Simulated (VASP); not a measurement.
## Cr: relaxation of cell and atoms with PBE

Crystal: Cr.

```
CELL_PARAMETERS angstrom
3.34007 0.00000 0.00000
-1.67003 2.89258 0.00000
0.00000 0.00000 5.51111
ATOMIC_POSITIONS crystal
Cr 0.33333 0.66667 0.43750
Cr 0.66667 0.33333 0.93750
Cr 0.66667 0.33333 0.56250
Cr 0.33333 0.66667 0.06250
```

This isn't the form of Cr at room conditions, which is bcc.

```json
{
 "Program": "VASP 6.6.1",
 "Task": "relaxation of cell and atoms",
 "Functional": "PBE",
 "Potentials or basis": "VASP PAW PBE potentials, release 64 (Cr_pv)",
 "Cutoff": "600 eV",
 "k mesh": "6 × 6 × 4",
 "Occupations": "gaussian, width 0.1 eV",
 "Spin": "no spin polarisation",
 "Dipole correction": "no",
 "Further INCAR settings": "ALGO = Normal; EDIFF = 1e-07; IBRION = 2; EDIFFG = -0.04; NSW = 90; ISIF = 3"
}
```

| Item | Value |
| --- | --- |
| Relaxed volume | 12.09 Å³/atom |
| Relaxed cell | a = 2.608 Å, b = 2.608 Å, c = 8.211 Å, α = 90.00°, β = 90.00°, γ = 120.00° |
| Space group after relaxing (to 0.1 Å) | P6_3/mmc (No. 194) |
| Energy gained by relaxing | 1733.1 meV/atom |
| Ionic steps | 33 |
| Pressure after relaxing | 0.2 GPa |
| Largest force after relaxing | 0.005 eV/Å |

Forces on the atoms (eV/Å):
```
Cr   0.000  0.000  0.005
Cr   0.000  0.000  0.005
Cr   0.000  0.000 -0.005
Cr   0.000  0.000 -0.005
```

Stress tensor (GPa, compression positive):
```
0.22 0.00 0.00
0.00 0.22 0.00
0.00 0.00 0.03
```

Step by step:
```
step  energy change (eV)  largest force (eV/Å)  pressure (GPa)  volume (Å³)
   1              0.0000                0.7163           35.62        53.25
   2             -0.5384                0.1992          -14.39        79.46
   3             -1.2156                0.4318           -0.57        66.37
   4             -1.2155                0.4372           -0.11        66.08
   5             -1.2685                0.4605           -0.34        66.02
   6             -1.4931                0.4479           -1.51        65.77
   7             -2.1416                0.3337           -4.53        65.08
   8             -2.3512                6.0659            7.71        62.94
   9             -2.4533                1.1574           -3.25        64.41
  10             -2.6387                2.7017            0.57        63.72
  11             -2.6324                3.1068            1.49        63.61
  12             -2.8303                2.6624           -0.84        63.65
  13             -3.3187                1.6002           -7.06        63.74
  14             -3.9771                0.3244          -15.94        63.84
  15             -4.7767                0.5346          -25.44        63.71
  16             -5.4877                0.6407          -26.73        62.23
  17             -6.1316                0.0039           -9.95        56.00
  18             -6.1407                0.1241           -7.38        55.33
  19             -6.3042                0.4633           -5.23        54.58
  20             -6.3997                0.8741           -2.32        53.60
  21             -6.4065                0.9930           -1.20        53.26
  22             -6.4898                1.0369           -1.85        52.63
  23             -6.7147                0.5657           -1.64        50.79
  24             -6.1974                1.2371           18.84        47.16
  25             -6.7132                0.4854           -0.43        50.41
  26             -6.8138                0.1263           -1.48        49.85
  27             -6.8689                0.2714           -1.46        49.37
  28             -6.9305                0.1066            0.28        48.36
  29             -6.9306                0.0253            0.75        48.19
  30             -6.9311                0.0663            0.66        48.27
  31             -6.9319                0.0029           -0.57        48.51
  32             -6.9319                0.0186           -0.30        48.45
  33             -6.9322                0.0050            0.16        48.37
```

Final structure:
```xyz
4
Lattice="2.6082 0.0000 0.0000 -1.3041 2.2587 0.0000 0.0000 0.0000 8.2109" Properties=species:S:1:pos:R:3 pbc="T T T"
Cr    0.0000    1.5058    3.1129
Cr    1.3041    0.7529    7.2184
Cr    1.3041    0.7529    5.0980
Cr    0.0000    1.5058    0.9925
```

Levels at points of the mesh, in eV from the Fermi level:
```
           k point  band 21  band 22  band 23  band 24  band 25  band 26  band 27  band 28
(0.00, 0.00, 0.00)    -0.71    -0.71    -0.19    -0.19     0.02     0.02     0.35     0.35
(0.50, 0.00, 0.00)    -1.33    -1.08     0.25     0.54     0.61     1.03     2.22     2.37
(0.00, 0.00, 0.50)    -0.58    -0.58    -0.34    -0.34    -0.34    -0.34     0.53     0.53
(0.50, 0.00, 0.50)    -0.64    -0.64    -0.15    -0.15     1.24     1.24     2.01     2.01
```

It took 15 min on 1 thread of Intel(R) Xeon(R) Platinum 8488C (Sapphire Rapids), on a shared host, peak memory 0.19 GiB.

Caveat: the k points lie up to 0.46 Å⁻¹ apart in the final cell; the highest band is partly filled, so the run has too few bands; a cell axis changed by over 15 % at a fixed basis, so the end point is rough; the run has no spin polarisation, though such a crystal can be magnetic. Spin polarisation is off, so any magnetic state and its effect on volume and gap are missing.
